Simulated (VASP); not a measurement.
Input of a VASP 6.6.1 run:

File INCAR:

```
PREC = Accurate ; ENCUT = 750
EDIFF = 1E-7 ; ISMEAR = 0
SIGMA = 0.01 ; LREAL = F
LASPH = T ; NELM = 120
ALGO = Normal ; ISIF = 3
LWAVE = F ; LCHARG = F
GGA = PE ; IBRION = 2
NSW = 80 ; EDIFFG = -0.03
PSTRESS = 400.0 ; GGA_COMPAT = F
NELMIN = 4
```

KPOINTS

```
Automatic mesh
0
Gamma
  6 6 6
```

Contents of POSCAR:

```
Li2S
1.0
    0.0000000000      2.8445000000      2.8445000000
    2.8445000000      0.0000000000      2.8445000000
    2.8445000000      2.8445000000      0.0000000000
Li S
2 1
Direct
    0.2500000000      0.2500000000      0.2500000000
    0.7500000000      0.7500000000      0.7500000000
    0.0000000000      0.0000000000      0.0000000000
```

Potentials or basis: VASP PAW PBE potentials, release 64 (Li_sv, S).

The run is started by

```console
$ cat potpaw_PBE.64/Li_sv/POTCAR potpaw_PBE.64/S/POTCAR > POTCAR
$ mpirun -np 1 vasp_std > vasp.out
```

**Question.** What does it give for the relaxed cell?

**Answer.** a = 3.499 Å, b = 3.499 Å, c = 3.499 Å, α = 60.00°, β = 60.00°, γ = 60.00°.

**Question.** Predict the space group after relaxing (to 0.1 Å).

**Answer.** Fm-3m (No. 225).

**Question.** Estimate the band gap on the k mesh.

**Answer.** 2.77 eV (least direct gap 5.31 eV).

Final structure:
```xyz
3
Lattice="0.0000 2.4739 2.4739 2.4739 0.0000 2.4739 2.4739 2.4739 0.0000" Properties=species:S:1:pos:R:3 pbc="T T T"
Li    1.2369    1.2369    1.2369
Li    3.7108    3.7108    3.7108
S     0.0000    0.0000    0.0000
```

Caveat: the cell is relaxed towards a set pressure, so the run minimises the enthalpy, not the energy. A k mesh can miss the band edges.
